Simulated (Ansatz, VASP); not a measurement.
KF in VASP and in Ansatz

```
K F
1.0
     0.00000    2.67185    2.67185
     2.67185    0.00000    2.67185
     2.67185    2.67185    0.00000
K F
1 1
Direct
  0.89500 0.89500 0.10500
  0.60500 0.60500 0.39500
```

Change from the starting cell: shortest bond scaled by 0.58, PAW files.

Alike in both runs: task electric field gradients; functional PBEsol; k mesh 8 × 8 × 8; occupations fermi-dirac, width 0.03 eV; no spin polarisation.

```csv
,VASP,Ansatz
version,VASP 6.6.1,Ansatz 0.2.0
potentials or method,"VASP PAW PBE potentials, release 64 (K_sv, F)","PAW with Ansatz's default frozen-core files, scalar-relativistic"
plane-wave cutoff (eV),520,420
valence electrons in the cell,16,16
```

```csv
,VASP,Ansatz,Ansatz less VASP
gap on the k mesh at the Fermi level (eV),3.89,3.94,+0.049
pressure (GPa),55.4,48.8,-6.60
"traceless stress, the component that is largest in VASP (GPa)",110.18,96.75,-13.435
rms of the force components (eV/Å),14.698,12.906,-1.7918
size of Vzz on the site where it differs most (V/Å²),75.6,60.7,-14.87
```

VASP's potentials were made for PBE, not for PBEsol. Atom by atom the forces differ by 1.792 eV/Å (rms over components). The pressures are high and differ by over a tenth, so treat them with care. The functional is the same, so the differences come from potentials, cutoffs and numerics.
